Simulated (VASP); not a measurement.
# TaBr4F (F-43m) in VASP: relaxation of cell and atoms with PBE

Aim: the relaxation of cell and atoms of TaBr4F with PBE.

Program: VASP 6.6.1. These are calculated values, not measurements. Logs are shortened: lines on timing, memory, paths and dates and some standing lists are left out, and cuts for length are marked.

## (1) The cell of the first run

Symmetry: F-43m, No. 216, cubic system. The conventional cell has a = 8.331 Å, b = 8.331 Å, c = 8.331 Å, α = 90.00°, β = 90.00°, γ = 90.00°. Ta (site symmetry -43m) has 12 Br at 3.45 Å and 4 F at 3.61 Å within 4.5 Å. Within 3.9 Å of Br (site symmetry 3m) lie 6 Br at 2.94 to 2.95 Å and 3 Ta at 3.45 Å and 3 F at 3.45 Å. Within 4.5 Å of F (site symmetry -43m) lie 12 Br at 3.45 Å and 4 Ta at 3.61 Å.

The cell was generated, and may not be a known phase.

## (2) Relaxation of cell and atoms, PBE, collinear spin

INCAR

```
SYSTEM = TaBr4F
PREC = Accurate
ENCUT = 600
EDIFF = 1E-6
ISMEAR = 0
SIGMA = 0.1
LREAL = .False.
LASPH = .True.
NELM = 150
ALGO = Normal
ISIF = 3
LWAVE = .False.
LCHARG = .False.
ISPIN = 2
MAGMOM = 2.46 0 0 0 0 0
LORBIT = 11
LMAXMIX = 4
GGA = PE
IBRION = 2
NSW = 100
EDIFFG = -0.01
KPAR = 2
```

KPOINTS

```
regular mesh
0
Gamma
  8 8 8
  0 0 0
```

POSCAR

```
TaBr4F
1.0
    0.0000000000      4.1653961936      4.1653961936
    4.1653961936      0.0000000000      4.1653961936
    4.1653961936      4.1653961936      0.0000000000
Ta Br F
1 4 1
Direct
    0.2500000000      0.2500000000      0.2500000000
    0.6246588030      0.6246588030      0.1260235910
    0.6246588030      0.1260235910      0.6246588030
    0.1260235910      0.6246588030      0.6246588030
    0.6246588030      0.6246588030      0.6246588030
    0.0000000000      0.0000000000      0.0000000000
```

Potentials or basis: VASP PAW PBE potentials, release 64 (Ta_pv, Br, F).

The run is started by

```
$ cat potpaw_PBE.64/Ta_pv/POTCAR potpaw_PBE.64/Br/POTCAR potpaw_PBE.64/F/POTCAR > POTCAR
$ mpirun -np 2 vasp_std > vasp.out
```

OUTCAR:

```text
SYSTEM = TaBr4F
   PREC = Accurate
   ENCUT = 600
   EDIFF = 1E-6
   ISMEAR = 0
   LREAL = .False.
   LASPH = .True.
   NELM = 150
   ISIF = 3
   ISPIN = 2
   LORBIT = 11
   GGA = PE
   IBRION = 2
   NSW = 100
   EDIFFG = -0.01

 ion  position               nearest neighbor table
   1  0.250  0.250  0.250-
   2  0.625  0.625  0.126-
   3  0.625  0.126  0.625-
   4  0.126  0.625  0.625-
   5  0.625  0.625  0.625-
   6  0.000  0.000  0.000-

  LATTYP: Found a face centered cubic cell.
 ALAT       =     8.3307923872

  Lattice vectors:

 A1 = (   0.0000000000,   4.1653961936,   4.1653961936)
 A2 = (   4.1653961936,   0.0000000000,   4.1653961936)
 A3 = (   4.1653961936,   4.1653961936,   0.0000000000)

Analysis of symmetry for initial positions (statically):
=====================================================================
 Subroutine PRICEL returns:
 Original cell was already a primitive cell.

 Routine SETGRP: Setting up the symmetry group for a
 face centered cubic supercell.

 Subroutine GETGRP returns: Found 24 space group operations
 (whereof 24 operations were pure point group operations)
 out of a pool of 48 trial point group operations.

The static configuration has the point symmetry T_d .

Analysis of symmetry for dynamics (positions and initial velocities):
=====================================================================
 Subroutine PRICEL returns:
 Original cell was already a primitive cell.

 Routine SETGRP: Setting up the symmetry group for a
 face centered cubic supercell.

 Subroutine GETGRP returns: Found 24 space group operations
 (whereof 24 operations were pure point group operations)
 out of a pool of 48 trial point group operations.

The dynamic configuration has the point symmetry T_d .

Analysis of structural, dynamic, and magnetic symmetry:
=====================================================================
 Subroutine PRICEL returns:
 Original cell was already a primitive cell.

 Routine SETGRP: Setting up the symmetry group for a
 face centered cubic supercell.

 Subroutine GETGRP returns: Found 24 space group operations
 (whereof 24 operations were pure point group operations)
 out of a pool of 48 trial point group operations.

The overall configuration has the point symmetry T_d .

 Subroutine INISYM returns: Found 24 space group operations
 (whereof 24 operations are pure point group operations),
 and found     1 'primitive' translations

----------------------------------------------------------------------------------------

                                     Primitive cell

  volume of cell :     144.5436

  direct lattice vectors                    reciprocal lattice vectors
     0.000000000  4.165396194  4.165396194    -0.120036601  0.120036601  0.120036601
     4.165396194  0.000000000  4.165396194     0.120036601 -0.120036601  0.120036601
     4.165396194  4.165396194  0.000000000     0.120036601  0.120036601 -0.120036601

  length of vectors
     5.890759790  5.890759790  5.890759790     0.207909491  0.207909491  0.207909491

  position of ions in fractional coordinates (direct lattice)
     0.250000000  0.250000000  0.250000000
     0.624658803  0.624658803  0.126023591
     0.624658803  0.126023591  0.624658803
     0.126023591  0.624658803  0.624658803
     0.624658803  0.624658803  0.624658803
     0.000000000  0.000000000  0.000000000

  ion indices of the primitive-cell ions
   primitive index   ion index
                 1           1
                 2           2
                 3           3
                 4           4
                 5           5
                 6           6

----------------------------------------------------------------------------------------

 KPOINTS: regular mesh

Automatic generation of k-mesh.
 Grid dimensions read from file:
 generate k-points for:    8    8    8

 Generating k-lattice:

  Cartesian coordinates                     Fractional coordinates (reciprocal lattice)
    -0.015004575  0.015004575  0.015004575     0.125000000  0.000000000  0.000000000
     0.015004575 -0.015004575  0.015004575     0.000000000  0.125000000  0.000000000
     0.015004575  0.015004575 -0.015004575     0.000000000  0.000000000  0.125000000

  Length of vectors
     0.025988686  0.025988686  0.025988686

  Shift w.r.t. Gamma in fractional coordinates (k-lattice)
     0.000000000  0.000000000  0.000000000

 Subroutine IBZKPT returns following result:
 ===========================================

 Found     29 irreducible k-points:

 Following reciprocal coordinates:
            Coordinates               Weight
  0.000000  0.000000  0.000000      1.000000
  0.125000  0.000000  0.000000      8.000000
  0.250000  0.000000  0.000000      8.000000
  0.375000  0.000000  0.000000      8.000000
  0.500000  0.000000  0.000000      4.000000
  0.125000  0.125000  0.000000      6.000000
[... 16 lines left out ...]
  0.500000  0.250000  0.125000     48.000000
 -0.375000  0.250000  0.125000     24.000000
 [... further k-points ...]
   k-points           NKPTS =     29   k-points in BZ     NKDIM =     29   number of bands    NBANDS=     28
   number of dos      NEDOS =    301   number of ions     NIONS =      6
   total plane-waves  NPLWV = 110592
   dimension x,y,z NGX =    48 NGY =   48 NGZ =   48
   dimension x,y,z NGXF=    96 NGYF=   96 NGZF=   96
   ions per type =               1   4   1
   NGX,Y,Z   is equivalent  to a cutoff of  13.55, 13.55, 13.55 a.u.
   NGXF,Y,Z  is equivalent  to a cutoff of  27.09, 27.09, 27.09 a.u.
 SYSTEM =  TaBr4F
   PREC   = accura    normal or accurate (medium, high low for compatibility)
   ISTART =      0    job   : 0-new  1-cont  2-samecut
   ICHARG =      2    charge: 1-file 2-atom 10-const
   ISPIN  =      2    spin polarized calculation?
   LNONCOLLINEAR =      F non collinear calculations
   LSORBIT =      F    spin-orbit coupling
   LASPH  =      T    aspherical Exc in radial PAW
   ENCUT  =  600.0 eV  44.10 Ry    6.64 a.u.  11.77 11.77 11.77*2*pi/ulx,y,z
   NELM   =    150;   NELMIN=  2; NELMDL= -5     # of ELM steps
   EDIFF  = 0.1E-05   stopping-criterion for ELM
   LREAL  =      F    real-space projection
   EDIFFG = -.1E-01   stopping-criterion for IOM
   NSW    =    100    number of steps for IOM
   IBRION =      2    ionic relax: 0-MD 1-quasi-New 2-CG
   NFREE  =      1    steps in history (QN), initial steepest desc. (CG)
   ISIF   =      3    stress and relaxation
   ISYM   =      2    0-nonsym 1-usesym 2-fastsym
   POTIM  = 0.5000    time-step for ionic-motion
   TEBEG  =    0.0;   TEEND  =   0.0 temperature during run
   PSTRESS=    0.0 pullay stress
   NELECT =      46.0000    total number of electrons
   NUPDOWN=      -1.0000    fix difference up-down
   EMIN   =  10.00;   EMAX   =-10.00  energy-range for DOS
   EFERMI =   0.00;   METHOD = LEGACY
   ISMEAR =     0;   SIGMA  =   0.10  broadening in eV -4-tet -1-fermi 0-gaus
   EFERMI_NEDOS =   21; number of points for ismear=-14 and -15
   IALGO  =     38    algorithm
   IMIX   =      4    mixing-type and parameters
     AMIX     =   0.40;   BMIX     =  1.00
     AMIX_MAG =   1.60;   BMIX_MAG =  1.00
  volume/ion in A,a.u.               =      24.09       162.57
  Fermi-wavevector in a.u.,A,eV,Ry     =   1.117707  2.112159 16.997322  1.249268
  Thomas-Fermi vector in A             =   2.254332
   LORBIT       =     11    0 simple, 1 ext, 2 COOP (PROOUT), +10 PAW based schemes
   GGA     = PE    functional components
   LHFCALC =     F    Hartree Fock is set to
   AEXX    =    0.0000 exact exchange contribution
   IVDW    =     0    specifies the selected vdW correction
   LEPSILON=     F    determine dielectric tensor
   LRPA    =     F    only Hartree local field effects (RPA)
 conjugate gradient relaxation of ions
 spin polarized calculation
 Gauss-broadening in eV      SIGMA  =   0.10
  energy-cutoff  :      600.00
  volume of cell :      144.54
 maximum number of plane-waves:      4909
   NGX = 23   NGY = 23   NGZ = 23

--------------------------------------- Ionic step        1  -------------------------------------------

 number of electron      46.0000002 magnetization      -0.0019606

 number of electron      46.0000002 magnetization       0.0002734

 Free energy of the ion-electron system (eV)
  ---------------------------------------------------
  ext. energy  EPLUGINS =         0.00000000
  ---------------------------------------------------
  free energy    TOTEN  =       -14.13129482 eV

  energy without entropy =      -14.05842347  energy(sigma->0) =      -14.09485914

------------------------ aborting loop because EDIFF is reached ----------------------------------------

  FORCE on cell =-STRESS in cart. coord.  units (eV):
  Direction    XX          YY          ZZ          XY          YZ          ZX
  --------------------------------------------------------------------------------------
  -------------------------------------------------------------------------------------
  Total       -0.7464863     -0.7464863     -0.7464863     -0.0000000      0.0000000     -0.0000000
  in kB       -8.2743418     -8.2743418     -8.2743418     -0.0000000      0.0000000     -0.0000000
  external PRESSURE =      -8.2743418 kB  Pullay stress =       0.0000000 kB
[... 69 lines left out ...]
--------------------------------------- Ionic step        3  -------------------------------------------

 number of electron      46.0000000 magnetization      -0.0017139

 number of electron      46.0000000 magnetization       0.0020547

 Free energy of the ion-electron system (eV)
  ---------------------------------------------------
  ext. energy  EPLUGINS =         0.00000000
  ---------------------------------------------------
  free energy    TOTEN  =       -14.13940911 eV

  energy without entropy =      -14.06865935  energy(sigma->0) =      -14.10403423

 E-fermi :   2.7535     XC(G=0):  -9.5271

 val. band max:        2.7509918409   @ k =  -0.2500   0.1250   0.0000
 cond. band min:       2.7564207548   @ k =  -0.3750   0.2500   0.0000
 fundamental gap:      0.0054289139
 Fermi energy:         2.7534611924

 spin component 1

 k-point     1 :       0.0000    0.0000    0.0000
  band No.  band energies     occupation
      1     -33.8243      1.00000
      2     -33.8243      1.00000
      3     -33.8243      1.00000
      4     -17.2901      1.00000
      5     -14.1998      1.00000
      6     -11.7793      1.00000
[... 733 lines left out ...]
     27       3.2972      0.00000
     28       3.5251      0.00000

 [... further k-points ...]

 spin component 2

 k-point     1 :       0.0000    0.0000    0.0000
  band No.  band energies     occupation
      1     -33.8220      1.00000
      2     -33.8220      1.00000
      3     -33.8220      1.00000
      4     -17.2904      1.00000
      5     -14.2003      1.00000
      6     -11.7799      1.00000
[... 768 lines left out ...]
  FREE ENERGIE OF THE ION-ELECTRON SYSTEM (eV)
  ---------------------------------------------------
  free  energy   TOTEN  =       -14.1394091123 eV

  energy  without entropy=      -14.0686593538  energy(sigma->0) =      -14.10403423

 reached required accuracy - stopping structural energy minimisation

 total charge

# of ion       s       p       d       tot
------------------------------------------
    1        0.193   5.959   2.082   8.234
    2        1.655   3.067   0.042   4.764
    3        1.655   3.067   0.042   4.764
    4        1.655   3.067   0.042   4.764
    5        1.655   3.067   0.042   4.764
    6        1.736   4.234   0.000   5.970
--------------------------------------------------
tot          8.548  22.459   2.251  33.258

 magnetization (x)

# of ion       s       p       d       tot
------------------------------------------
    1        0.000   0.000   0.003   0.003
    2       -0.000  -0.001  -0.000  -0.001
    3       -0.000  -0.001  -0.000  -0.001
    4       -0.000  -0.001  -0.000  -0.001
    5       -0.000  -0.001  -0.000  -0.001
    6       -0.000  -0.000   0.000  -0.000
--------------------------------------------------
tot          0.000  -0.002   0.003   0.001
```

Run time: 6.2 min. Hardware: 2 MPI ranks of Intel Xeon 6975P-C (Granite Rapids), shared host; peak memory 0.57 GiB.

What came out:

* Free energy: -14.1394 eV
* Relaxed volume: 23.62 Å³/atom
* Relaxed cell: a = 5.852 Å, b = 5.852 Å, c = 5.852 Å, α = 60.00°, β = 60.00°, γ = 60.00°
* Space group after relaxing (to 0.1 Å): F-43m (No. 216)
* Energy gained by relaxing: 1.4 meV/atom
* Ionic steps: 3
* Pressure after relaxing: 0.0 GPa
* Largest force after relaxing: 0.007 eV/Å
* Band gap on the k mesh: zero (filled and empty bands overlap)
* Net moment: 0.00 μB per cell
* Valence electrons inside the program's atomic spheres: Ta 8.23; Br 4.76; F 5.97

Forces in eV/Å, atoms in the order of the input:
```
Ta   0.000  0.000  0.000
Br  -0.004 -0.004  0.004
Br  -0.004  0.004 -0.004
Br   0.004 -0.004 -0.004
Br   0.004  0.004  0.004
F    0.000  0.000  0.000
```

The path:
```csv
step,energy change (eV),largest force (eV/Å),pressure (GPa),volume (Å³)
1,0.0000,0.0681,-0.83,144.54
2,-0.0080,0.0126,-0.08,141.96
3,-0.0081,0.0067,0.04,141.70
```

Final structure:
```
Ta Br F
1.0
     0.00000    4.13787    4.13787
     4.13787    0.00000    4.13787
     4.13787    4.13787    0.00000
Ta Br F
1 4 1
Cartesian
  2.0689 2.0689 2.0689
  3.1041 3.1041 5.1716
  3.1041 5.1716 3.1041
  5.1716 3.1041 3.1041
  5.1716 5.1716 5.1716
  0.0000 0.0000 0.0000
```

Levels at points of the mesh, in eV from the Fermi level:
Spin up:
```csv
k point,band 19,band 20,band 21,band 22,band 23,band 24,band 25,band 26,band 27,band 28
"(0.00, 0.00, 0.00)",-0.36,-0.36,-0.36,0.21,0.21,0.21,0.66,0.66,0.74,0.74
"(0.50, 0.00, 0.00)",-1.42,-1.42,-0.33,-0.16,-0.15,-0.15,0.51,0.51,0.64,0.95
"(0.50, 0.50, 0.00)",-1.57,-1.51,-1.51,-0.07,-0.04,-0.04,0.16,0.60,0.60,0.78
```
Spin down:
| k point | band 19 | band 20 | band 21 | band 22 | band 23 | band 24 | band 25 | band 26 | band 27 | band 28 |
| --- | --- | --- | --- | --- | --- | --- | --- | --- | --- | --- |
| (0.00, 0.00, 0.00) | -0.36 | -0.36 | -0.36 | 0.21 | 0.21 | 0.21 | 0.67 | 0.67 | 0.74 | 0.74 |
| (0.50, 0.00, 0.00) | -1.42 | -1.42 | -0.33 | -0.16 | -0.15 | -0.15 | 0.51 | 0.51 | 0.65 | 0.95 |
| (0.50, 0.50, 0.00) | -1.57 | -1.51 | -1.51 | -0.06 | -0.04 | -0.04 | 0.16 | 0.60 | 0.60 | 0.79 |

Caveat: spin-orbit coupling is left out, which moves the levels of the heavy elements.
